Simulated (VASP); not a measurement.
A run of VASP 6.6.1 is set up as follows.

File INCAR:

```
SYSTEM = AlNi3
PREC     = Accurate       ! precision mode
ENCUT    = 520            ! plane-wave cutoff, eV
EDIFF    = 1E-7           ! SCF threshold, eV
ISMEAR   = 0              ! smearing method
SIGMA    = 0.1            ! smearing width, eV
LREAL    = .FALSE.        ! projectors in reciprocal space
LASPH    = .TRUE.         ! aspherical terms in the spheres
NELM     = 150            ! most SCF steps
ALGO     = Fast           ! electronic algorithm
ISIF     = 2              ! what is computed and relaxed
LWAVE    = .FALSE.        ! write WAVECAR
LCHARG   = .FALSE.        ! write CHGCAR
ISPIN    = 2              ! spin polarisation
MAGMOM   = 0 2 2 -2       ! initial moments
LORBIT   = 11             ! projections on sites
LMAXMIX  = 4              ! l up to which the mixer works
GGA      = PE             ! functional
NBANDS   = 28             ! bands
```

Contents of KPOINTS:

```
regular mesh
0
G
  6 6 6
  0 0 0
```

POSCAR

```
AlNi3
1.0
   -2.3691091438      2.3691091438      2.3691083555
    2.3691091438     -2.3691091438      2.3691083555
    2.3691091438      2.3691091438     -2.3691083555
Al Ni
1 3
Direct
    0.0000000000      0.0000000000      0.0000000000
    0.0000000000      0.5000000000      0.5000000000
    0.5000000000      0.0000000000      0.5000000000
    0.5000000000      0.5000000000      0.0000000000
```

Potentials or basis: VASP PAW PBE potentials, release 64 (Al, Ni).

Run with:

```bash
$ cat potpaw_PBE.64/Al/POTCAR potpaw_PBE.64/Ni/POTCAR > POTCAR
$ mpirun -np 1 vasp_std > vasp.out
```

Q: Estimate the pressure.

A: 0.0 GPa.

Q: What does it give for the site moments?

A: Al +0.00; Ni +0.11 μB.

Q: Predict the net moment.

A: 0.32 μB per cell.
